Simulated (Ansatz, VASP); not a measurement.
Two plane-wave programs on NaPdC

```xyz
3
Lattice="3.3032 0.0000 0.0000 0.0000 3.3032 0.0000 0.0000 0.0000 5.4616" Properties=species:S:1:pos:R:3 pbc="T T T"
Na    0.0000    0.0000    2.7308
Pd    0.0000    0.0000    0.0000
C     1.6516    1.6516    0.0000
```

Alike in both runs: task relaxation of cell and atoms; functional PBE; k mesh 6 × 6 × 4; occupations gaussian, width 0.1 eV; no spin polarisation.

|  | VASP | Ansatz |
| --- | --- | --- |
| version | VASP 6.6.1 | Ansatz 0.2.0 |
| potentials or method | VASP PAW PBE potentials, release 64 (Na_pv, Pd, C), cutoff 600 eV | scalar-relativistic, plane waves, PAW |
| valence electrons in the cell | 21 | 31 |

|  | VASP | Ansatz | Ansatz less VASP |
| --- | --- | --- | --- |
| gap on the k mesh at the Fermi level, each at its own relaxed structure (eV) | none | none | - |
| relaxed volume (Å³/atom) | 16.46 | 16.46 | +0.002 |
| relaxed length of the cell vector where the two differ most in proportion (Å) | 5.480 | 5.487 | +0.0066 |

A gap of «none» marks a metal or a gap that the smearing closes. VASP's potentials hold 21 valence electrons a cell and Ansatz's 31, so a difference there can come from the potentials and not from the codes.

Noted on VASP's run: the volume moved by over 15 % at a fixed basis, so the end points are rough.
